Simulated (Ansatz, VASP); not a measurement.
# LiCl: VASP beside Ansatz

```
Cl Li
1.0
     0.00000    2.51241    2.51241
     2.51241    0.00000    2.51241
     2.51241    2.51241    0.00000
Cl Li
1 1
Direct
  0.50000 0.50000 0.50000
  0.00000 0.00000 0.00000
```

Change from the starting cell: volume scaled by 0.94.

Alike in both runs: task single point; functional PBE; k mesh 9 × 9 × 9; occupations fermi-dirac, width 0.05 eV; no spin polarisation.

|  | VASP | Ansatz |
| --- | --- | --- |
| version | VASP 6.6.1 | Ansatz 0.2.0 |
| potentials or method | VASP PAW PBE potentials, release 64 (Cl, Li_sv), cutoff 520 eV | all-electron LAPW, scalar-relativistic |

Ansatz gave:

- gap on the k mesh at the Fermi level (eV): 6.70
- least direct gap on the mesh (eV): 6.70

Task: Estimate VASP's values.

Result: gap on the k mesh at the Fermi level (eV): 6.71; least direct gap on the mesh (eV): 6.71.

Ansatz ran all-electron here, and VASP with PAW potentials.

Noted on VASP's run: the cutoff is short for stress, so the pressure is rough.
